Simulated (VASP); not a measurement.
# Hf (P6_3/mmc) in VASP: electric field gradients with PBE

Aim: the electric field gradients of Hf with PBE.

All numbers are computed with VASP 6.6.1; they aren't measurements. Logs are shortened: lines on timing, memory, paths and dates and some standing lists are left out, and cuts for length are marked.

### Step 1. The cell of the first run

The structure is hexagonal, space group P6_3/mmc (No. 194). The conventional cell has a = 3.181 Å, b = 3.181 Å, c = 5.108 Å, α = 90.00°, β = 90.00°, γ = 120.00°. Within 4.1 Å of Hf (site symmetry -6m2) lie 12 Hf at 3.15 to 3.18 Å.

### Step 2. Electric field gradients, PBE (z stretched by +1 % at fixed volume)

INCAR

```
  ALGO = Normal
  EDIFF = 1E-8
  ENCUT = 400
  GGA = PE
  GGA_COMPAT = False
  ISIF = 2
  ISMEAR = -1
  LASPH = True
  LCHARG = False
  LEFG = True
  LREAL = False
  LWAVE = False
  NBANDS = 17
  NELM = 120
  PREC = Accurate
  SIGMA = 0.05
```

KPOINTS

```
k-points
0
Gamma
  13 13 7
```

POSCAR

```
Hf
1.0
    3.1808339174      0.0000000000      0.0000000000
   -1.5904169587      2.7546829777      0.0000000000
    0.0000000000      0.0000000000      5.1083780000
Hf
2
Direct
    0.3333333333      0.6666666667      0.2500000000
    0.6666666667      0.3333333333      0.7500000000
```

Potentials or basis: VASP PAW PBE potentials, release 64 (Hf_pv).

Command:

```sh
$ cat potpaw_PBE.64/Hf_pv/POTCAR > POTCAR
$ mpirun -np 1 vasp_std > vasp.out
```

OUTCAR:

```text
EDIFF = 1E-8
   ENCUT = 400
   GGA = PE
   ISIF = 2
   ISMEAR = -1
   LASPH = True
   LREAL = False
   NELM = 120
   PREC = Accurate

 ion  position               nearest neighbor table
   1  0.333  0.667  0.250-   2 3.15   2 3.15   2 3.15   2 3.15   2 3.15   2 3.15
   2  0.667  0.333  0.750-   1 3.15   1 3.15   1 3.15   1 3.15   1 3.15   1 3.15

  LATTYP: Found a hexagonal cell.
 ALAT       =     3.1808339174
 C/A-ratio  =     1.6059870250

  Lattice vectors:

 A1 = (   3.1808339174,   0.0000000000,   0.0000000000)
 A2 = (  -1.5904169587,   2.7546829777,   0.0000000000)
 A3 = (   0.0000000000,   0.0000000000,   5.1083780000)

Analysis of symmetry for initial positions (statically):
=====================================================================
 Subroutine PRICEL returns:
 Original cell was already a primitive cell.

 Routine SETGRP: Setting up the symmetry group for a
 hexagonal supercell.

 Subroutine GETGRP returns: Found 24 space group operations
 (whereof 12 operations were pure point group operations)
 out of a pool of 24 trial point group operations.

The static configuration has the point symmetry D_3d.
 The point group associated with its full space group is D_6h.

Analysis of symmetry for dynamics (positions and initial velocities):
=====================================================================
 Subroutine PRICEL returns:
 Original cell was already a primitive cell.

 Routine SETGRP: Setting up the symmetry group for a
 hexagonal supercell.

 Subroutine GETGRP returns: Found 24 space group operations
 (whereof 12 operations were pure point group operations)
 out of a pool of 24 trial point group operations.

The dynamic configuration has the point symmetry D_3d.
 The point group associated with its full space group is D_6h.

 Subroutine INISYM returns: Found 24 space group operations
 (whereof 12 operations are pure point group operations),
 and found     1 'primitive' translations

----------------------------------------------------------------------------------------

                                     Primitive cell

  volume of cell :      44.7606

[... 122 lines left out ...]
 maximum number of plane-waves:       827
 NGX is ok and might be reduce to    24
   NGX = 11   NGY = 11   NGZ = 17

 number of electron      20.0000005 magnetization

 Free energy of the ion-electron system (eV)
  ---------------------------------------------------
  ext. energy  EPLUGINS =         0.00000000
  ---------------------------------------------------
  free energy    TOTEN  =       -19.85099964 eV

  energy without entropy =      -19.83734873  energy(sigma->0) =      -19.84417418

 E-fermi :   4.9099     XC(G=0): -11.2816

 val. band max:        4.8991755372   @ k =   0.3077   0.2308   0.2857
 cond. band min:       4.9101758474   @ k =   0.3077   0.2308   0.4286
 fundamental gap:      0.0110003103
 Fermi energy:         4.9098879811

 k-point     1 :       0.0000    0.0000    0.0000
  band No.  band energies     occupation
      1     -26.1399      2.00000
      2     -25.3970      2.00000
      3     -25.3970      2.00000
      4     -25.3015      2.00000
      5     -25.2791      2.00000
      6     -25.2791      2.00000
[... 457 lines left out ...]
      4     -25.4314      2.00000
      5     -25.3353      2.00000
      6     -25.3053      2.00000
[... 9 lines left out ...]
     16       7.7072      0.00000
     17      10.6621      0.00000

 [... further k-points ...]

------------------------ aborting loop because EDIFF is reached ----------------------------------------

  FORCE on cell =-STRESS in cart. coord.  units (eV):
  Direction    XX          YY          ZZ          XY          YZ          ZX
  --------------------------------------------------------------------------------------
  -------------------------------------------------------------------------------------
  Total        0.2612321      0.2612321     -0.3232295      0.0000000      0.0000000     -0.0000000
  in kB        9.3506431      9.3506431    -11.5698015      0.0000000      0.0000000     -0.0000000
  external PRESSURE =       2.3771615 kB  Pullay stress =       0.0000000 kB

 VOLUME and BASIS-vectors are now :
 -----------------------------------------------------------------------------
  energy-cutoff  :      400.00
  volume of cell :       44.76
      direct lattice vectors                 reciprocal lattice vectors
     3.180833917  0.000000000  0.000000000     0.314382966  0.181509090  0.000000000
    -1.590416959  2.754682978  0.000000000     0.000000000  0.363018180  0.000000000
     0.000000000  0.000000000  5.108378000     0.000000000  0.000000000  0.195756853

 POSITION                                       TOTAL-FORCE (eV/Angst)
 -----------------------------------------------------------------------------------
     -0.00000      1.83646      1.27709         0.000000     -0.000000      0.000000
      1.59042      0.91823      3.83128         0.000000      0.000000      0.000000
 -----------------------------------------------------------------------------------
    total drift:                               -0.000000      0.000000     -0.000000

  FREE ENERGIE OF THE ION-ELECTRON SYSTEM (eV)
  ---------------------------------------------------
  free  energy   TOTEN  =       -19.8509996374 eV

  energy  without entropy=      -19.8373487265  energy(sigma->0) =      -19.84417418

 Electric field gradients (V/A^2)
---------------------------------------------------------------------
 ion       V_xx      V_yy      V_zz      V_xy      V_xz      V_yz
---------------------------------------------------------------------
   1     -33.587   -33.586    67.173     0.000     0.000    -0.000
   2     -33.587   -33.586    67.173     0.000    -0.000     0.000
---------------------------------------------------------------------

 Electric field gradients after diagonalization (V/A^2)
 (convention: |V_zz| > |V_xx| > |V_yy|)
----------------------------------------------------------------------
 ion       V_xx      V_yy      V_zz     asymmetry (V_yy - V_xx)/ V_zz
----------------------------------------------------------------------
   1     -33.587   -33.586    67.173       0.000
   2     -33.587   -33.586    67.173       0.000
----------------------------------------------------------------------

           NMR quadrupolar parameters

 Cq : quadrupolar parameter    Cq=e*Q*V_zz/h
 eta: asymmetry parameters     (V_yy - V_xx)/ V_zz
 Q  : nuclear electric quadrupole moment in mb (millibarn)
----------------------------------------------------------------------
 ion       Cq(MHz)       eta       Q (mb)
----------------------------------------------------------------------
   1       0.162       0.000       1.000
   2       0.162       0.000       1.000
----------------------------------------------------------------------
```

It took 39 s on 1 thread of AMD EPYC 9R45 (Zen 5), shared host; peak memory 0.14 GiB.

What came out:

```yaml
Free_energy: -19.8510 eV
Pressure: 0.2 GPa
Band_gap_on_the_k_mesh: zero (bands 10 and 11 overlap by 1.60 eV)
Largest_electric_field_gradient_by_atom: Hf +67.2 V/Å²
```

Stress tensor (GPa, compression positive):
```
 0.94  0.00  0.00
 0.00  0.94  0.00
 0.00  0.00 -1.16
```

Electric field gradients, principal values (V/Å²):
```csv
atom,least,middle,greatest (by size)
1 Hf,-33.586,-33.587,67.173
2 Hf,-33.586,-33.587,67.173
```

Caveat: without QUAD_EFG the Cq values of the log hold for a quadrupole moment of 1 mb, not for the nuclei; spin-orbit coupling is left out, which moves the levels of the heavy elements.
